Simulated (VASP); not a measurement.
# Be (a cell with a defect) in VASP: further runs

Runs on Be (a cell with a defect). Level: r2SCAN. Tasks: single point.

Everything below comes from runs of VASP 6.6.1. Logs are shortened: lines on timing, memory, paths and dates and some standing lists are left out, and cuts for length are marked.

## (1) The cell of the first run

The cell holds a defect, 17 atoms: a = 4.580 Å, b = 3.966 Å, c = 7.177 Å, α = 90.00°, β = 90.00°, γ = 90.00°.

## (2) Single point, r2SCAN

Contents of POSCAR:

```
Be
1.0
   -2.2900000000     -3.9663960000      0.0000000000
    3.4350000000     -1.9831980000      0.0000000000
    0.0000000000      0.0000000000      7.1768600000
Be
17
Direct
    0.6918250330      0.4829083917     -0.0139909375
    0.5143156926      0.3239385549      0.2938342116
    0.8580477482      0.6131328510      0.4746964550
    0.6028845704      0.4033591459      0.6398985071
    0.4677985727     -0.0325849399      0.0367255318
    0.2073012810      0.8173097332      0.2826906196
    0.4633995275     -0.0756949293      0.5266739215
    0.3030242768      0.7017099254      0.7854050379
    0.2227245179      0.4738454573      0.0323368437
   -0.0163885342      0.3326513120      0.2476695937
    0.2419209428      0.4318145441      0.5203395357
   -0.0361067679      0.3744551678      0.7594206937
   -0.0011442684     -0.0103602255     -0.0029044735
    0.7382009122      0.8392020638      0.2430249441
   -0.0974950923      0.1050949749      0.4943046123
    0.7426870874      0.8821206492      0.7529852888
    0.3479830636      0.1936757542      0.8051638182
```

Contents of INCAR.step1:

```
  ALGO = Normal
  EDIFF = 1E-4
  ENCUT = 520
  GGA = PE
  ISMEAR = 0
  LASPH = True
  LCHARG = False
  LREAL = Auto
  LWAVE = True
  NBANDS = 31
  NELM = 100
  PREC = Accurate
  SIGMA = 0.15
```

Contents of INCAR.step2:

```
  ALGO = Normal
  EDIFF = 1E-6
  ENCUT = 520
  ISIF = 2
  ISMEAR = 0
  ISTART = 1
  LASPH = True
  LCHARG = False
  LMIXTAU = True
  LREAL = Auto
  LWAVE = False
  METAGGA = R2SCAN
  NBANDS = 31
  NELM = 100
  PREC = Accurate
  SIGMA = 0.15
```

Contents of KPOINTS:

```
k-points
0
Gamma
  5 5 3
```

Potentials or basis: VASP PAW PBE potentials, release 64 (Be).

The run is started by

```bash
$ cat potpaw_PBE.64/Be/POTCAR > POTCAR
$ cp INCAR.step1 INCAR
$ mpirun -np 1 vasp_std > vasp.out
$ cp INCAR.step2 INCAR
$ mpirun -np 1 vasp_std > vasp.out
```

OUTCAR:

```text
EDIFF = 1E-6
   ENCUT = 520
   ISIF = 2
   ISMEAR = 0
   ISTART = 1
   LASPH = True
   LREAL = Auto
   METAGGA = R2SCAN
   NELM = 100
   PREC = Accurate

 ion  position               nearest neighbor table
   1  0.692  0.483  0.986-  12 2.09   9 2.17   5 2.21  16 2.31   5 2.32  14 2.33  17 2.34  10 2.38

   2  0.514  0.324  0.294-  11 2.09  10 2.18  14 2.21   7 2.32  14 2.32   5 2.33   3 2.34   9 2.38

   3  0.858  0.613  0.475-   4 1.86  11 1.93  15 1.97  14 1.97  15 2.03  10 2.06   7 2.22   6 2.26
                            12 2.30  16 2.33   2 2.34
   4  0.603  0.403  0.640-  17 1.86   3 1.86  11 1.87  12 1.87  15 2.09   8 2.09  16 2.16   7 2.16
                             7 2.31  16 2.31
   5  0.468  0.967  0.037-  17 1.97  14 2.00  13 2.17   1 2.21   6 2.21   8 2.22   9 2.26   9 2.30
                             1 2.32   2 2.33
   6  0.207  0.817  0.283-   7 2.15  14 2.17  10 2.19   5 2.21   9 2.26   3 2.26  11 2.30  10 2.30
                            15 2.36  13 2.36
   7  0.463  0.924  0.527-  16 2.07  15 2.15   6 2.15   4 2.16   8 2.18  11 2.20   3 2.22  11 2.25
                             4 2.31   2 2.32  17 2.33
   8  0.303  0.702  0.785-  17 1.97   9 2.02  17 2.03  12 2.03   4 2.09  16 2.15   7 2.18  11 2.20
                             5 2.22  13 2.36
   9  0.223  0.474  0.032-  10 1.98   8 2.02  17 2.05   1 2.17  13 2.19   6 2.26   5 2.26   5 2.30
                            13 2.30  12 2.32   2 2.38
  10  0.984  0.333  0.248-   9 1.98  15 2.02   3 2.06   2 2.18   6 2.19  13 2.26  14 2.26   6 2.30
                            14 2.30  11 2.32   1 2.38
  11  0.242  0.432  0.520-   4 1.87   3 1.93  15 2.03   2 2.09  12 2.15   8 2.20   7 2.20   7 2.25
                             6 2.30  17 2.30  10 2.32
  12  0.964  0.374  0.759-   4 1.87  17 1.93   8 2.03   1 2.09  11 2.15  15 2.20  16 2.20  16 2.25
                            13 2.29   3 2.30   9 2.32
  13  0.999  0.990  0.997-  16 2.15   5 2.17   9 2.19  14 2.21  10 2.26  17 2.26  12 2.29   9 2.30
                             8 2.36   6 2.36
  14  0.738  0.839  0.243-   3 1.97   5 2.00   6 2.17   2 2.21  13 2.21  15 2.22  10 2.26  10 2.30
                             2 2.32   1 2.33
  15  0.903  0.105  0.494-   3 1.97  10 2.02   3 2.03  11 2.03   4 2.09   7 2.15  16 2.18  12 2.20
                            14 2.22   6 2.36
  16  0.743  0.882  0.753-   7 2.07   8 2.15  13 2.15   4 2.16  15 2.18  12 2.20  17 2.22  12 2.25
                             4 2.31   1 2.31   3 2.33
  17  0.348  0.194  0.805-   4 1.86  12 1.93   5 1.97   8 1.97   8 2.03   9 2.05  16 2.22  13 2.26
                            11 2.30   7 2.33   1 2.34

  LATTYP: Found a simple orthorhombic cell.
 ALAT       =     3.9663962620
 B/A-ratio  =     1.1547004875
 C/A-ratio  =     1.8094157835

  Lattice vectors:

 A1 = (  -3.4350000000,   1.9831980000,   0.0000000000)
 A2 = (  -2.2900000000,  -3.9663960000,   0.0000000000)
 A3 = (   0.0000000000,   0.0000000000,   7.1768600000)

Analysis of symmetry for initial positions (statically):
[... 171 lines left out ...]
   EFERMI_NEDOS =   21; number of points for ismear=-14 and -15
   IALGO  =     38    algorithm
   IMIX   =      4    mixing-type and parameters
     AMIX     =   0.40;   BMIX     =  1.00
     AMIX_MAG =   1.60;   BMIX_MAG =  1.00
  volume/ion in A,a.u.               =       7.67        51.75
  Fermi-wavevector in a.u.,A,eV,Ry     =   1.045930  1.976520 14.884349  1.093969
  Thomas-Fermi vector in A             =   2.180746
   LORBIT       =      0    0 simple, 1 ext, 2 COOP (PROOUT), +10 PAW based schemes
   METAGGA = R2SCAN    functional components
   LHFCALC =     F    Hartree Fock is set to
   AEXX    =    0.0000 exact exchange contribution
   IVDW    =     0    specifies the selected vdW correction
   LEPSILON=     F    determine dielectric tensor
   LRPA    =     F    only Hartree local field effects (RPA)
 non-spin polarized calculation
 Gauss-broadening in eV      SIGMA  =   0.15
  energy-cutoff  :      520.00
  volume of cell :      130.38
 maximum number of plane-waves:      3529
 NGX is ok and might be reduce to    36
   NGX = 17   NGY = 15   NGZ = 27

 number of electron      34.0000000 magnetization

 Free energy of the ion-electron system (eV)
  ---------------------------------------------------
  ext. energy  EPLUGINS =         0.00000000
  ---------------------------------------------------
  free energy    TOTEN  =       -69.39986931 eV

  energy without entropy =      -69.37319099  energy(sigma->0) =      -69.38653015

 E-fermi :   7.2384     XC(G=0): -11.3458

 val. band max:        7.2351310191   @ k =  -0.4000   0.2000   0.0000
 cond. band min:       7.2409909984   @ k =   0.4000   0.2000   0.3333
 fundamental gap:      0.0058599793
 Fermi energy:         7.2383737035

 k-point     1 :       0.0000    0.0000    0.0000
  band No.  band energies     occupation
      1      -5.0661      2.00000
      2      -2.8372      2.00000
      3      -2.7310      2.00000
      4       0.3332      2.00000
      5       0.7524      2.00000
      6       1.7626      2.00000
[... 757 lines left out ...]
     28      12.7492      0.00000
     29      12.8461      0.00000

 [... further k-points ...]

 [bands above 29 left out]

------------------------ aborting loop because EDIFF is reached ----------------------------------------

  FORCE on cell =-STRESS in cart. coord.  units (eV):
  Direction    XX          YY          ZZ          XY          YZ          ZX
  --------------------------------------------------------------------------------------
  -------------------------------------------------------------------------------------
  Total        7.9249617     16.2028708      5.9439585      1.7153664      8.4659119     -4.5381712
  in kB       97.3894090    199.1161689     73.0449723     21.0800415    104.0371156    -55.7693309
  external PRESSURE =     123.1835168 kB  Pullay stress =       0.0000000 kB

 VOLUME and BASIS-vectors are now :
 -----------------------------------------------------------------------------
  energy-cutoff  :      520.00
  volume of cell :      130.38
      direct lattice vectors                 reciprocal lattice vectors
    -2.290000000 -3.966396000  0.000000000    -0.109170306 -0.189088533  0.000000000
     3.435000000 -1.983198000  0.000000000     0.218340611 -0.126059022  0.000000000
     0.000000000  0.000000000  7.176860000     0.000000000  0.000000000  0.139336702

 POSITION                                       TOTAL-FORCE (eV/Angst)
 -----------------------------------------------------------------------------------
      0.07451     -3.70176      7.07645        -0.010130     -0.013661      0.010295
     -0.06505     -2.68241      2.10881         0.005649      0.014273     -0.009548
      0.14118     -4.61932      3.40683         0.012657     -0.010981      0.002367
      0.00493     -3.19122      4.59246        -0.000077     -0.004984     -0.003925
      2.25181     -3.77405      0.26357        -0.010178     -0.008680      0.004579
      2.33274     -2.44313      2.02883        -0.001213     -0.005814      0.003202
[... 9 lines left out ...]
      1.32933     -4.69521      5.40407         0.001979     -0.010291      0.019035
     -0.13160     -1.76434      5.77855        -0.018134      0.013327     -0.000735
 -----------------------------------------------------------------------------------
    total drift:                                0.000576     -0.002215     -0.000344

  FREE ENERGIE OF THE ION-ELECTRON SYSTEM (eV)
  ---------------------------------------------------
  free  energy   TOTEN  =       -69.3998693145 eV

  energy  without entropy=      -69.3731909882  energy(sigma->0) =      -69.38653015
```

Run time: 12 min. Hardware: 1 thread of Oxide Virtual Turin-like, shared host; peak memory 0.26 GiB.

Results:

```yaml
Free_energy: -69.3999 eV
Pressure: 12.3 GPa
Largest_force: 0.023 eV/Å
Band_gap_on_the_k_mesh: zero (bands 17 and 18 overlap by 1.13 eV)
```

Forces in eV/Å, atoms in the order of the input:
```
Be  -0.010 -0.014  0.010
Be   0.006  0.014 -0.010
Be   0.013 -0.011  0.002
Be   0.000 -0.005 -0.004
Be  -0.010 -0.009  0.005
Be  -0.001 -0.006  0.003
Be   0.001  0.012 -0.013
Be   0.021 -0.003 -0.004
Be   0.014 -0.005  0.004
Be  -0.002  0.005 -0.014
Be   0.005  0.003 -0.007
Be  -0.004 -0.007  0.008
Be  -0.003  0.017 -0.002
Be   0.009  0.004 -0.003
Be  -0.022  0.000  0.006
Be   0.002 -0.010  0.019
Be  -0.018  0.013 -0.001
```

Stress tensor (GPa, compression positive):
```
 9.74  2.11 -5.58
 2.11 19.91 10.40
-5.58 10.40  7.30
```

Caveat: the PAW data sets were made with another functional, which shifts forces and pressure a little.

## (3) Single point, r2SCAN

Contents of POSCAR:

```
Be
1.0
   -2.2900000000     -3.9663960000      0.0000000000
    3.4350000000     -1.9831980000      0.0000000000
    0.0000000000      0.0000000000      7.1768600000
Be
17
Direct
    0.6416132065      0.6114058931      0.0261909805
    0.5168618743      0.3307638114      0.2530612273
    0.8075368881      0.4813291044      0.5142781105
    0.5358207836      0.3730825602      0.7408444640
    0.5959352465      0.1028534831      0.0055492235
    0.2927976045      0.8154257683      0.2177921821
    0.5010610068     -0.0125112939      0.5033917340
    0.1970199018      0.7002377220      0.7153635434
    0.2577170131      0.4305764075     -0.0197487481
   -0.0136287748      0.3223097833      0.2072322715
    0.2770057086      0.4722189440      0.4683984361
   -0.1033413735      0.4021508747      0.8606410046
    0.0361665636     -0.0771783317     -0.0261080751
    0.7622313347      0.8382197253      0.2572005027
    0.0318552438     -0.0348883528      0.4641265122
    0.7574169095      0.8808261202      0.7472475428
    0.1520503078      0.1916975851      0.6955415042
```

Contents of INCAR.step1:

```
PREC = Accurate
ENCUT = 520
ISMEAR = 0
SIGMA = 0.15
LREAL = Auto
LASPH = True
NELM = 100
NBANDS = 31
GGA = PE
ALGO = Normal
EDIFF = 1E-4
LWAVE = True
LCHARG = False
```

Contents of INCAR.step2:

```
PREC = Accurate
ENCUT = 520
EDIFF = 1E-6
ISMEAR = 0
SIGMA = 0.15
LREAL = Auto
LASPH = True
NELM = 100
ALGO = Normal
ISIF = 2
LWAVE = False
LCHARG = True
METAGGA = R2SCAN
LMIXTAU = True
LELF = True
LVHAR = True
NBANDS = 31
ISTART = 1
```

Contents of KPOINTS:

```
regular mesh
0
Gamma
  5 5 3
```

Potentials or basis: VASP PAW PBE potentials, release 64 (Be).

The run is started by

```bash
$ cat potpaw_PBE.64/Be/POTCAR > POTCAR
$ cp INCAR.step1 INCAR
$ mpirun -np 1 vasp_std > vasp.out
$ cp INCAR.step2 INCAR
$ mpirun -np 1 vasp_std > vasp.out
```

Run time: 12 min. Hardware: 1 thread of Oxide Virtual Turin-like, shared host; peak memory 0.26 GiB.

It converged, with:

- Free energy: -69.3999 eV
- Pressure: 12.3 GPa
- Largest force: 0.030 eV/Å
- Band gap on the k mesh: zero (bands 17 and 18 overlap by 1.12 eV)

Forces in eV/Å, atoms in the order of the input:
```
Be  -0.011 -0.010 -0.026
Be   0.008  0.011  0.008
Be  -0.006  0.006 -0.005
Be  -0.004  0.000  0.000
Be  -0.005 -0.003  0.016
Be   0.009  0.005  0.010
Be  -0.004 -0.006 -0.003
Be   0.003 -0.001 -0.004
Be   0.005 -0.001  0.003
Be   0.001 -0.004  0.000
Be  -0.006 -0.010 -0.014
Be  -0.014  0.003 -0.005
Be  -0.002 -0.009  0.017
Be  -0.006  0.009  0.015
Be   0.013 -0.004 -0.016
Be   0.004  0.008 -0.012
Be   0.014  0.006  0.016
```

Stress tensor (GPa, compression positive):
```
15.53  5.42 11.72
 5.42 14.10  0.41
11.72  0.41  7.24
```

Levels at points of the mesh, in eV from the Fermi level:
```tsv
k point	band 13	band 14	band 15	band 16	band 17	band 18	band 19	band 20	band 21	band 22
(0.00, 0.00, 0.00)	-3.86	-3.34	-2.54	-0.85	0.11	0.75	0.95	1.21	1.91	2.73
```

Caveat: the PAW data sets were made with another functional, which shifts forces and pressure a little.
